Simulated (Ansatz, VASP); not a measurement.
# Yb: VASP beside Ansatz

```
Yb
1.0
     0.00000    2.74310    2.74310
     2.74310    0.00000    2.74310
     2.74310    2.74310    0.00000
Yb
1
Direct
  0.00000 0.00000 0.00000
```

Alike in both runs: task single point; functional PBEsol; k mesh 8 × 8 × 8; occupations fermi-dirac, width 0.05 eV; collinear spin.

|  | VASP | Ansatz |
| --- | --- | --- |
| version | VASP 6.6.1 | Ansatz 0.2.0 |
| potentials or method | VASP PAW PBE potentials, release 64 (Yb), cutoff 520 eV | all-electron LAPW, scalar-relativistic |

```csv
,VASP,Ansatz,Ansatz less VASP
gap on the k mesh at the Fermi level (eV),none,none,-
pressure (GPa),-3.4,-3.3,+0.11
net moment per atom (μB),0.00,0.00,0.000
```

VASP's potentials were made for PBE, not for PBEsol. A gap of «none» marks a metal or a gap that the smearing closes. Ansatz ran all-electron here, and VASP with PAW potentials.

Spin-orbit coupling is off throughout. Noted on Ansatz's run: the open f shell may have settled in a state that isn't the lowest.
